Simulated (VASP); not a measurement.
The system is HfSiO4.

```
Hf Si O
1.0
     3.14349    0.00000    0.00000
    -1.57175    2.72234    0.00000
     0.00000    0.00000    6.97988
Hf Si O
1 1 4
Direct
  0.00000 0.00000 0.50000
  0.00000 0.00000 0.00000
  0.66667 0.33333 0.23369
  0.33333 0.66667 0.76631
  0.33333 0.66667 0.23369
  0.66667 0.33333 0.76631
```

The cell was generated, and may not be a known phase.

| Item | Value |
| --- | --- |
| Program | VASP 6.6.1 |
| Task | relaxation of cell and atoms |
| Functional | PBE |
| Potentials or basis | VASP PAW PBE potentials, release 64 (Hf_pv, Si, O) |
| Cutoff | 600 eV |
| k mesh | 6 × 6 × 4 |
| Occupations | gaussian, width 0.1 eV |
| Spin | no spin polarisation |

At the start: pressure 30.6 GPa; volume 9.96 Å³/atom.

Where does the relaxation end?

Over 14 steps the energy falls by 1230.5 meV/atom and the volume is 10.34 Å³/atom (+3.8 %); space group P6/mmm (No. 191, to 0.1 Å) before and after.

Step by step:
```tsv
step	energy change (eV)	largest force (eV/Å)	pressure (GPa)	volume (Å³)
1	0.0000	0.9093	30.60	59.73
2	-4.2938	2.2351	-20.91	76.31
3	-4.3083	2.2259	-21.68	76.80
4	-5.9881	0.5191	-19.18	67.90
5	-6.2156	0.8976	-22.75	70.27
6	-6.7658	0.6753	26.86	54.04
7	-7.2173	0.1425	1.17	59.80
8	-7.3405	0.3758	1.12	60.47
9	-7.3406	0.3855	1.12	60.49
10	-7.3644	0.2477	0.03	61.14
11	-7.3776	0.0380	-1.55	62.21
12	-7.3803	0.0899	1.43	61.70
13	-7.3828	0.0375	0.19	61.91
14	-7.3831	0.0152	-0.03	62.02
```

Final structure:
```xyz
6
Lattice="3.6005 0.0000 0.0000 -1.8003 3.1181 0.0000 0.0000 0.0000 5.5241" Properties=species:S:1:pos:R:3 pbc="T T T"
Hf    0.0000    0.0000    2.7621
Si    0.0000    0.0000    5.5241
O     1.8003    1.0394    1.5102
O     0.0000    2.0788    4.0139
O     0.0000    2.0788    1.5102
O     1.8003    1.0394    4.0139
```

Caveat: the k points lie up to 0.34 Å⁻¹ apart in the final cell, too coarse for converged energies and pressures of a metal; a cell axis changed by over 15 % at a fixed basis, so the end point is rough.
